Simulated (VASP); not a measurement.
# Hf4F in VASP: notebook, part 2 of 2

VASP 6.6.1. Earlier steps stand in the parts before.

**3. Single point, PBE**

The input, INCAR:

```
SYSTEM = Hf4F
PREC = Accurate
ENCUT = 640
EDIFF = 1E-6
ISMEAR = 0
SIGMA = 0.1
LREAL = .False.
LASPH = .True.
NELM = 300
ALGO = Normal
ISIF = 2
LWAVE = .False.
LCHARG = .False.
LDIPOL = .True.
IDIPOL = 3
DIPOL = 0.5 0.5 0.359
GGA = PE
NBANDS = 32
GGA_COMPAT = .False.
NELMDL = -8
AMIX = 0.1
BMIX = 1E-4
AMIX_MAG = 0.4
BMIX_MAG = 1E-4
KPAR = 4
```

The input, KPOINTS:

```
Automatic mesh
0
Gamma
  9 9 1
  0 0 0
```

The input, POSCAR:

```
Hf4F
1.0
    3.2048170381      0.0000000000      0.0000000000
   -1.6024085190      2.7754529695      0.0000000000
    0.0000000000      0.0000000000     24.5281466259
Hf F
4 1
Direct
    0.6666666667      0.3333333333      0.1630779553
    0.3333333333      0.6666666667      0.2663815885
    0.6666666667      0.3333333333      0.3732987945
    0.3333333333      0.6666666667      0.4699966451
    0.7777777778      0.2222222222      0.5242200653
```

Potentials or basis: VASP PAW PBE potentials, release 64 (Hf_pv, F).

Run with:

```bash
> cat potpaw_PBE.64/Hf_pv/POTCAR potpaw_PBE.64/F/POTCAR > POTCAR
> mpirun -np 4 vasp_std > vasp.out
```

OUTCAR:

```text
SYSTEM = Hf4F
   PREC = Accurate
   ENCUT = 640
   EDIFF = 1E-6
   ISMEAR = 0
   LREAL = .False.
   LASPH = .True.
   NELM = 300
   ISIF = 2
   GGA = PE
   NELMDL = -8
   AMIX = 0.1
   AMIX_MAG = 0.4

 ion  position               nearest neighbor table
   1  0.667  0.333  0.163-   2 3.14   2 3.14   2 3.14
   2  0.333  0.667  0.266-   1 3.14   1 3.14   1 3.14   3 3.21   3 3.21   3 3.21
   3  0.667  0.333  0.373-   4 3.01   4 3.01   4 3.01   2 3.21   2 3.21   2 3.21
   4  0.333  0.667  0.470-   5 2.11   5 2.11   5 2.80   3 3.01   3 3.01   3 3.01
   5  0.778  0.222  0.524-   4 2.11   4 2.11   4 2.80

  LATTYP: Found a hexagonal cell.
 ALAT       =     3.2048170381
 C/A-ratio  =     7.6535247829

  Lattice vectors:

 A1 = (   3.2048170381,   0.0000000000,   0.0000000000)
 A2 = (  -1.6024085190,   2.7754529695,   0.0000000000)
 A3 = (   0.0000000000,   0.0000000000,  24.5281466259)

Analysis of symmetry for initial positions (statically):
=====================================================================
 Subroutine PRICEL returns:
 Original cell was already a primitive cell.

 Routine SETGRP: Setting up the symmetry group for a
 hexagonal supercell.

 Subroutine GETGRP returns: Found  2 space group operations
 (whereof  2 operations were pure point group operations)
 out of a pool of 24 trial point group operations.

The static configuration has the point symmetry C_1h.

Analysis of symmetry for dynamics (positions and initial velocities):
=====================================================================
 Subroutine PRICEL returns:
 Original cell was already a primitive cell.

 Routine SETGRP: Setting up the symmetry group for a
 hexagonal supercell.

 Subroutine GETGRP returns: Found  2 space group operations
 (whereof  2 operations were pure point group operations)
 out of a pool of 24 trial point group operations.

[... 129 lines left out ...]
   LORBIT       =      0    0 simple, 1 ext, 2 COOP (PROOUT), +10 PAW based schemes
   GGA     = PE    functional components
   LHFCALC =     F    Hartree Fock is set to
   AEXX    =    0.0000 exact exchange contribution
   IVDW    =     0    specifies the selected vdW correction
   LEPSILON=     F    determine dielectric tensor
   LRPA    =     F    only Hartree local field effects (RPA)
 non-spin polarized calculation
 Gauss-broadening in eV      SIGMA  =   0.10
  energy-cutoff  :      640.00
  volume of cell :      218.17
 maximum number of plane-waves:      8117
   NGX = 13   NGY = 13   NGZ =101

 dipolmoment           0.000000      0.000000      0.007158 electrons x Angstroem

 number of electron      47.0000003 magnetization

 dipolmoment           0.000000      0.000000     -0.042882 electrons x Angstroem

 Free energy of the ion-electron system (eV)
  ---------------------------------------------------
  ext. energy  EPLUGINS =         0.00000000
  ---------------------------------------------------
  free energy    TOTEN  =       -44.35728237 eV

  energy without entropy =      -44.32171741  energy(sigma->0) =      -44.33949989

 E-fermi :   0.1479     XC(G=0):  -5.6651

 val. band max:        0.1474215913   @ k =  -0.3333   0.3333   0.0000
 cond. band min:       0.1579161065   @ k =  -0.4444   0.3333   0.0000
 fundamental gap:      0.0104945152
 Fermi energy:         0.1478866076

 k-point     1 :       0.0000    0.0000    0.0000
  band No.  band energies     occupation
      1     -31.6132      2.00000
      2     -30.9906      2.00000
      3     -30.9808      2.00000
      4     -30.9185      2.00000
      5     -30.4765      2.00000
      6     -30.4745      2.00000
[... 829 lines left out ...]
     31       3.5307      0.00000
     32       3.8104      0.00000

 [... further k-points ...]

------------------------ aborting loop because EDIFF is reached ----------------------------------------

 vacuum level on the upper side and lower side of the slab       (xc-potential included)        -0.528         0.303

  FORCE on cell =-STRESS in cart. coord.  units (eV):
  Direction    XX          YY          ZZ          XY          YZ          ZX
  --------------------------------------------------------------------------------------
  -------------------------------------------------------------------------------------
  Total       -0.4830990      0.0130990      1.4635501      0.4297201     -0.0347576      0.0602013
  in kB       -3.5476835      0.0961940     10.7477198      3.1556905     -0.2552461      0.4420942
  external PRESSURE =       2.4320768 kB  Pullay stress =       0.0000000 kB

 VOLUME and BASIS-vectors are now :
 -----------------------------------------------------------------------------
  energy-cutoff  :      640.00
  volume of cell :      218.17
      direct lattice vectors                 reciprocal lattice vectors
     3.204817038  0.000000000  0.000000000     0.312030293  0.180150774  0.000000000
    -1.602408519  2.775452969  0.000000000     0.000000000  0.360301548  0.000000000
     0.000000000  0.000000000 24.528146626     0.000000000  0.000000000  0.040769489

 POSITION                                       TOTAL-FORCE (eV/Angst)
 -----------------------------------------------------------------------------------
      1.60241      0.92515      4.00000         0.005416     -0.003127      0.732991
     -0.00000      1.85030      6.53385        -0.002907      0.001678     -0.809320
      1.60241      0.92515      9.15633        -0.199444      0.115149     -0.381100
     -0.00000      1.85030     11.52815         0.488111     -0.281811     -1.134585
      2.13654      0.61677     12.85815        -0.291176      0.168111      1.592014
 -----------------------------------------------------------------------------------
    total drift:                               -0.000067      0.000039      0.000526

  FREE ENERGIE OF THE ION-ELECTRON SYSTEM (eV)
  ---------------------------------------------------
  free  energy   TOTEN  =       -44.3572823746 eV

  energy  without entropy=      -44.3217174062  energy(sigma->0) =      -44.33949989

 vacuum level on the upper side and lower side of the slab         3.579         4.419
```

OSZICAR:

```text
N       E                     dE             d eps       ncg     rms          rms(c)
DAV:   1     0.243659740801E+03    0.24366E+03   -0.27681E+04  1984   0.146E+03
DAV:   2    -0.290047755705E+02   -0.27266E+03   -0.26218E+03  1968   0.336E+02
DAV:   3    -0.474229032753E+02   -0.18418E+02   -0.17793E+02  2056   0.640E+01
[... 13 lines left out ...]
DAV:  73    -0.443572910183E+02    0.39666E-05   -0.85494E-06  1840   0.140E-02    0.209E-01
DAV:  74    -0.443572861024E+02    0.49159E-05   -0.98958E-06  1880   0.181E-02    0.164E-01
DAV:  75    -0.443572844509E+02    0.16515E-05   -0.33600E-06  1744   0.103E-02    0.153E-01
DAV:  76    -0.443572830963E+02    0.13546E-05   -0.98587E-06  1648   0.134E-02    0.112E-01
DAV:  77    -0.443572823746E+02    0.72171E-06   -0.98625E-07  1360   0.529E-03
   1 F= -.44357282E+02 E0= -.44339500E+02  d E =-.355650E-01
```

Run time: 7.2 min. Hardware: 4 MPI ranks of Intel Xeon Platinum 8259CL at 2.50GHz (Skylake/Cascade Lake), shared host; peak memory 0.52 GiB.

Results:

* Free energy: -44.3573 eV
* Largest force: 1.627 eV/Å
* Band gap on the k mesh: zero (an odd number of electrons rules out a gap without spin polarisation)

Forces in eV/Å, atoms in the order of the input:
```
Hf   0.005 -0.003  0.733
Hf  -0.003  0.002 -0.809
Hf  -0.199  0.115 -0.381
Hf   0.488 -0.282 -1.135
F   -0.291  0.168  1.592
```

Levels at points of the mesh, in eV from the Fermi level:
```csv
k point,band 20,band 21,band 22,band 23,band 24,band 25,band 26,band 27,band 28,band 29
"(0.00, 0.00, 0.00)",-3.27,-0.14,0.24,0.57,0.65,1.05,1.14,1.20,1.26,1.28
```

Caveat: spin-orbit coupling is left out, which moves the levels of the heavy elements.

The gap in the log of VASP goes by the Fermi energy; the results here count the filled bands.